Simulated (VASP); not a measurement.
Input of a VASP 6.6.1 run:

File INCAR:

```
  PREC = Accurate
  ENCUT = 520
  EDIFF = 1E-6
  ISMEAR = -1
  SIGMA = 0.02
  LREAL = False
  LASPH = True
  NELM = 60
  ALGO = Normal
  ISIF = 2
  LWAVE = False
  LCHARG = False
  GGA = PE
  NBANDS = 12
```

KPOINTS

```
Automatic mesh
0
Gamma
  10 10 10
```

The input POSCAR:

```
LiF
1.0
    0.0000000000      2.1007967349      1.9948691814
    1.9948691814      0.0000000000      1.9948691814
    1.9948691814      2.1007967349      0.0000000000
Li F
1 1
Direct
    0.0000000000      0.0000000000      0.0000000000
    0.5000000000      0.5000000000      0.5000000000
```

Potentials or basis: VASP PAW PBE potentials, release 64 (Li_sv, F).

The run is started by

```bash
$ cat potpaw_PBE.64/Li_sv/POTCAR potpaw_PBE.64/F/POTCAR > POTCAR
$ mpirun -np 1 vasp_std > vasp.out
```

(1) What does it give for the band gap on the k mesh?

## Answers

(1) 8.81 eV, direct.

Caveat: the cell differs from its parent crystal (uniaxial y strain +5.3%).
